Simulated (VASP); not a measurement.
Wanted: the native input for a VASP 6.6.1 run.

| Property | Result |
| --- | --- |
| Task | single point |
| Functional | r2SCAN |
| Potentials or basis | VASP PAW PBE potentials, release 64 (W_sv, C) |
| Cutoff | 520 eV |
| k mesh | 18 × 18 × 18 |
| Occupations | gaussian, width 0.15 eV |
| Spin | no spin polarisation |
| Dipole correction | no |
| Further INCAR settings | ALGO = Normal; EDIFF = 1e-06; NBANDS = 16 |

The system is WC.

```
CELL_PARAMETERS angstrom
0.00000 2.19268 2.19268
2.19268 0.00000 2.19268
2.19268 2.19268 0.00000
ATOMIC_POSITIONS crystal
W 0.99145 0.99145 0.00855
C 0.50000 0.50000 0.50000
```

This cell differs from its parent crystal: all W atoms moved +0.037 Å, as atom 1 towards its neighbour atom 2 (C) at 2.193 Å.

These files were run (other wordings do the same):

POSCAR

```
WC
1.0
    0.0000000000      2.1926840000      2.1926840000
    2.1926840000      0.0000000000      2.1926840000
    2.1926840000      2.1926840000      0.0000000000
W C
1 1
Direct
   -0.0085511638     -0.0085511638      0.0085511638
    0.5000000000      0.5000000000      0.5000000000
```

INCAR.step1

```
SYSTEM = WC
PREC = Accurate
ENCUT = 520
ISMEAR = 0
SIGMA = 0.15
LREAL = .False.
LASPH = .True.
NELM = 80
NBANDS = 16
GGA = PE
ALGO = Normal
EDIFF = 1E-4
LWAVE = .True.
LCHARG = .False.
```

INCAR.step2

```
SYSTEM = WC
PREC = Accurate
ENCUT = 520
EDIFF = 1E-6
ISMEAR = 0
SIGMA = 0.15
LREAL = .False.
LASPH = .True.
NELM = 80
ALGO = Normal
ISIF = 2
LWAVE = .False.
LCHARG = .False.
METAGGA = R2SCAN
LMIXTAU = .True.
NBANDS = 16
ISTART = 1
```

KPOINTS

```
regular mesh
0
Gamma
  18 18 18
  0 0 0
```

Potentials or basis: VASP PAW PBE potentials, release 64 (W_sv, C).

Launch:

```sh
$ cat potpaw_PBE.64/W_sv/POTCAR potpaw_PBE.64/C/POTCAR > POTCAR
$ cp INCAR.step1 INCAR
$ mpirun -np 1 vasp_std > vasp.out
$ cp INCAR.step2 INCAR
$ mpirun -np 1 vasp_std > vasp.out
```

Results of the run:

* Pressure: -3.4 GPa
* Largest force: 0.200 eV/Å
* Band gap on the k mesh: zero (bands 9 and 10 overlap by 3.27 eV)

Caveat: the cell differs from its parent crystal (all W atoms moved +0.037 Å, as atom 1 towards its neighbour atom 2 (C) at 2.193 Å); the cell stands under tension; the PAW data sets were made with another functional, which shifts forces and pressure a little; spin-orbit coupling is left out, which moves the levels of the heavy elements.

It took 15 min on 1 thread of AMD EPYC 7R13 (shared host), peak memory 0.25 GiB.
